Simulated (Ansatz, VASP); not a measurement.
# MgO in VASP and in Ansatz

The input INCAR:

```
SYSTEM = MgO
  PREC = Accurate
  ENCUT = 520
  EDIFF = 1E-7
  ISMEAR = -1
  SIGMA = 0.02
  LREAL = .FALSE.
  LASPH = .TRUE.
  NELM = 80
  ALGO = Normal
  ISIF = 2
  LWAVE = .FALSE.
  LCHARG = .FALSE.
  GGA = PE
  NBANDS = 16
```

The input KPOINTS:

```
regular mesh
0
G
  12 12 6
  0 0 0
```

Contents of POSCAR:

```
MgO
1.0
    3.2882171868      0.0000000001      0.0000000000
   -1.6441085934      2.8476796169      0.0000000000
    0.0000000000      0.0000000000      5.0343664111
Mg O
2 2
Direct
    0.3333333333      0.6666666667     -0.0098385153
    0.6666666667      0.3333333333      0.4901614847
    0.3333333333      0.6666666667      0.3848385153
    0.6666666667      0.3333333333      0.8848385153
```

Input for Ansatz:

```yaml
crystal:
  lattice:
    - [3.2882171868, 1.0e-10, 0.0]
    - [-1.6441085934, 2.8476796169, 0.0]
    - [0.0, 0.0, 5.0343664111]
  atoms:
    - { symbol: Mg, position: [0.3333333333, 0.6666666667, -0.0098385153] }
    - { symbol: Mg, position: [0.6666666667, 0.3333333333, 0.4901614847] }
    - { symbol: O, position: [0.3333333333, 0.6666666667, 0.3848385153] }
    - { symbol: O, position: [0.6666666667, 0.3333333333, 0.8848385153] }
kpoints:
  mp_grid: { grid: [12, 12, 6] }
  band_path:
    path:
      - [0.0, 0.0, 0.0]
      - [0.5, 0.0, 0.0]
      - [0.3333333333, 0.3333333333, 0.0]
      - [0.0, 0.0, 0.5]
      - [0.5, 0.0, 0.5]
      - [0.3333333333, 0.3333333333, 0.5]
    npoints: 1
hamiltonian:
  xc: pbe
scf:
  occupations: { method: fermi_dirac, width: 0.02 }
  n_extra_bands: 5
output:
  forces: true
  stress: true
  eigenvalues: true
```

Alike in both runs: task single point; functional PBE; k mesh 12 × 12 × 6; occupations fermi-dirac, width 0.02 eV; no spin polarisation.

```csv
,VASP,Ansatz
version,VASP 6.6.1,Ansatz 0.2.0
potentials or method,"VASP PAW PBE potentials, release 64 (Mg, O)","plane waves, PAW"
plane-wave cutoff (eV),520,420
valence electrons in the cell,16,32
```

Ansatz gave:

| Item | Value |
| --- | --- |
| gap on the k mesh at the Fermi level (eV) | 3.56 |
| pressure (GPa) | 3.9 |
| traceless stress, the component that is largest in VASP (GPa) | -0.07 |
| rms of the force components (eV/Å) | 0.009 |

Which values does VASP return?

gap on the k mesh at the Fermi level (eV): 3.54; pressure (GPa): 3.5; traceless stress, the component that is largest in VASP (GPa): -0.04; rms of the force components (eV/Å): 0.009.

Atom by atom the forces differ by 0.001 eV/Å (rms over components). VASP's potentials hold 16 valence electrons a cell and Ansatz's 32, so a difference there can come from the potentials and not from the codes.
